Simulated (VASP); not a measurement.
Write the native input for VASP 6.6.1 that does the following.

| Item | Value |
| --- | --- |
| Task | single point |
| Functional | PBEsol |
| Potentials or basis | VASP PAW PBE potentials, release 64 (Al, N) |
| Cutoff | 520 eV |
| k mesh | 10 × 10 × 10 |
| Occupations | gaussian, width 0.05 eV |
| Spin | no spin polarisation |
| Dipole correction | no |
| Further INCAR settings | ALGO = Normal; EDIFF = 1e-06; NBANDS = 11 |

The structure of AlN lies in POSCAR:

```
AlN
1.0
    0.0000000000      2.1886566781      2.1886566781
    2.1886566781      0.0000000000      2.1886566781
    2.1886566781      2.1886566781      0.0000000000
Al N
1 1
Direct
   -0.0022533278      0.0157732949      0.0022533278
    0.7543405620      0.7196160660      0.7456594380
```

This cell differs from its parent crystal: atoms displaced along several vibrational modes.

One way to write it, as run:

INCAR

```
SYSTEM = AlN
  PREC = Accurate
  ENCUT = 520
  EDIFF = 1E-6
  ISMEAR = 0
  SIGMA = 0.05
  LREAL = .FALSE.
  LASPH = .TRUE.
  NELM = 80
  ALGO = Normal
  ISIF = 2
  LWAVE = .FALSE.
  LCHARG = .FALSE.
  GGA = PS
  NBANDS = 11
```

KPOINTS

```
Automatic mesh
0
G
  10 10 10
  0 0 0
```

Potentials or basis: VASP PAW PBE potentials, release 64 (Al, N).

Command:

```sh
$ cat potpaw_PBE.64/Al/POTCAR potpaw_PBE.64/N/POTCAR > POTCAR
$ mpirun -np 1 vasp_std > vasp.out
```

It gave:

```
Pressure               : 2.6 GPa
Largest force          : 2.233 eV/Å
Band gap on the k mesh : 2.81 eV (least direct gap 3.67 eV)
```

Caveat: the cell differs from its parent crystal (atoms displaced along several vibrational modes); the PAW data sets were made with another functional, which shifts forces and pressure a little.

Wall time 2.7 min on 1 thread of AMD EPYC 7R13 (shared host), peak memory 0.2 GiB.
